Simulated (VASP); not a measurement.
Set up this calculation in VASP 6.6.1, as the native input.

| Item | Value |
| --- | --- |
| Task | single point |
| Functional | LDA |
| Potentials or basis | VASP PAW LDA potentials, release 64 (Al, N) |
| Cutoff | 600 eV |
| k mesh | 9 × 9 × 6 |
| Occupations | gaussian, width 0.05 eV |
| Spin | no spin polarisation |
| Dipole correction | no |
| Further INCAR settings | ALGO = Normal; EDIFF = 1e-06; NBANDS = 16 |

The structure of AlN lies in POSCAR:

```
AlN
1.0
    3.2458734270      0.0000000000      0.0000000000
   -1.6229367135      2.8683763727      0.0000000000
    0.0000000000      0.0000000000      4.1875630000
Al N
2 2
Direct
    0.3333333333      0.6666666667      0.7500000000
    0.6666666667      0.3333333333      0.2500000000
    0.3333333333      0.6666666667      0.2500000000
    0.6666666667      0.3333333333      0.7500000000
```

This cell differs from its parent crystal: strain -0.0200 x Voigt [1, 0, 0, 0, 0, 0].

The input as run:

INCAR

```
PREC     = Accurate       # precision mode
ENCUT    = 600            # plane-wave cutoff, eV
EDIFF    = 1E-6           # SCF threshold, eV
ISMEAR   = 0              # smearing method
SIGMA    = 0.05           # smearing width, eV
LREAL    = F              # projectors in reciprocal space
LASPH    = T              # aspherical terms in the spheres
NELM     = 120            # most SCF steps
ALGO     = Normal         # electronic algorithm
ISIF     = 2              # what is computed and relaxed
LWAVE    = F              # write WAVECAR
LCHARG   = F              # write CHGCAR
GGA      = CA             # functional
NBANDS   = 16             # bands
GGA_COMPAT= F
```

KPOINTS

```
Automatic mesh
0
Gamma
  9 9 6
```

Potentials or basis: VASP PAW LDA potentials, release 64 (Al, N).

Command:

```sh
$ cat potpaw_LDA.64/Al/POTCAR potpaw_LDA.64/N/POTCAR > POTCAR
$ mpirun -np 1 vasp_std > vasp.out
```

It gave:

- Pressure: -3.8 GPa
- Largest force: 0.278 eV/Å
- Band gap on the k mesh: 3.41 eV, direct

Caveat: the cell differs from its parent crystal (strain -0.0200 x Voigt [1, 0, 0, 0, 0, 0]).

It took 27 s on 1 thread of Intel(R) Xeon(R) 6975P-C (Granite Rapids), with other jobs on the host, peak memory 0.18 GiB.
